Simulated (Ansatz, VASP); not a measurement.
**One calculation of BeTe, two programs**

File INCAR:

```
SYSTEM = BeTe
  PREC = Accurate
  ENCUT = 600
  EDIFF = 1E-6
  ISMEAR = 0
  SIGMA = 0.05
  LREAL = .False.
  LASPH = .True.
  NELM = 120
  ALGO = Normal
  ISIF = 2
  LWAVE = .False.
  LCHARG = .False.
  GGA = PS
  NBANDS = 11
  GGA_COMPAT = .False.
```

File KPOINTS:

```
regular mesh
0
Gamma
  8 8 8
  0 0 0
```

File POSCAR:

```
BeTe
1.0
    0.0000000000      2.7838052489      2.7838052489
    2.7838052489      0.0000000000      2.7838052489
    2.7838052489      2.7838052489      0.0000000000
Be Te
1 1
Direct
    0.0000000000      0.0000000000      0.0000000000
    0.7500000000      0.7500000000      0.7500000000
```

Input for Ansatz:

```yaml
crystal:
  lattice:
    - [0.0, 2.7838052489, 2.7838052489]
    - [2.7838052489, 0.0, 2.7838052489]
    - [2.7838052489, 2.7838052489, 0.0]
  atoms:
    - { symbol: Be, position: [0.0, 0.0, 0.0] }
    - { symbol: Te, position: [0.75, 0.75, 0.75] }
basis:
  ecutwfc: 420
  ecutrho_ratio: 4
kpoints:
  mp_grid: { grid: [8, 8, 8] }
hamiltonian:
  xc: pbesol
scf:
  occupations: { method: gaussian, width: 0.05 }
output:
  forces: true
  stress: true
  eigenvalues: true
```

Alike in both runs: task single point; functional PBEsol; k mesh 8 × 8 × 8; occupations gaussian, width 0.05 eV; no spin polarisation.

|  | VASP | Ansatz |
| --- | --- | --- |
| version | VASP 6.6.1 | Ansatz 0.2.0 |
| potentials or method | VASP PAW PBE potentials, release 64 (Be, Te), cutoff 600 eV | scalar-relativistic, plane waves, PAW |
| valence electrons in the cell | 8 | 18 |

```tsv
	VASP	Ansatz	Ansatz less VASP
gap on the k mesh at the Fermi level (eV)	1.77	1.79	+0.019
least direct gap on the mesh (eV)	3.57	3.59	+0.022
pressure (GPa)	1.5	1.3	-0.28
```

VASP's potentials were made for PBE, not for PBEsol. VASP's potentials hold 8 valence electrons a cell and Ansatz's 18, so a difference there can come from the potentials and not from the codes.

Neither program's run includes spin-orbit coupling.
